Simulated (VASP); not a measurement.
Crystal: Eu.

```
Eu
1.0
    -2.05443    2.05443    2.05443
     2.05443   -2.05443    2.05443
     2.05443    2.05443   -2.05443
Eu
1
Direct
  0.00000 0.00000 0.00000
```

Base run:

```yaml
Program: VASP 6.6.1
Functional: LDA
Potentials_or_basis: VASP PAW PBE potentials, release 64 (Eu)
Cutoff: 520 eV
k_mesh: 7 × 7 × 7
Occupations: fermi-dirac, width 0.05 eV
Spin: collinear spin, ferromagnetic start
Starting_moments: "[6.925] μB"
```

Its results: pressure -0.3 GPa; net moment 7.13 μB per cell; site moments Eu +6.64 μB.

Question: The run is repeated on the same cell with these changes: k mesh from 7 × 7 × 7 to 2 × 2 × 2. What comes out?

Answer: Pressure -12.2 GPa; net moment 6.75 μB per cell; site moments Eu +6.52 μB.

Caveats: some runs use coarse meshes; the PAW data sets were made with another functional, which shifts forces and pressure a little.
